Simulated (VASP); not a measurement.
Ca:

```xyz
1
Lattice="0.0000 2.7942 2.7942 2.7942 0.0000 2.7942 2.7942 2.7942 0.0000" Properties=species:S:1:pos:R:3 pbc="T T T"
Ca    0.0000    0.0000    0.0000
```

```yaml
Program: VASP 6.6.1
Task: relaxation of cell and atoms
Functional: PBE
Potentials_or_basis: VASP PAW PBE potentials, release 64 (Ca_sv)
Cutoff: 600 eV
k_mesh: 8 × 8 × 8
Occupations: fermi-dirac, width 0.05 eV
Spin: no spin polarisation
```

At the start: pressure -0.5 GPa; volume 43.63 Å³/atom.

Task: Where does the relaxation end?

Result: Over 4 steps the energy falls by 2.4 meV/atom and the volume is 42.24 Å³/atom (-3.2 %); space group Fm-3m (No. 225, to 0.05 Å).

The path:
```csv
step,energy change (eV),largest force (eV/Å),pressure (GPa),volume (Å³)
1,0.0000,0.0000,-0.55,43.63
2,-0.0021,0.0000,-0.18,42.70
3,-0.0024,0.0000,0.03,42.18
4,-0.0024,0.0000,0.00,42.24
```

Final structure:
```cif
data_structure
_symmetry_space_group_name_H-M 'P 1'
_symmetry_Int_Tables_number 1
_cell_length_a 3.9092
_cell_length_b 3.9092
_cell_length_c 3.9092
_cell_angle_alpha 60.000
_cell_angle_beta 60.000
_cell_angle_gamma 60.000
_cell_volume 42.24
loop_
_atom_site_label
_atom_site_type_symbol
_atom_site_fract_x
_atom_site_fract_y
_atom_site_fract_z
_atom_site_occupancy
Ca1 Ca 0.00000 0.00000 0.00000 1
```
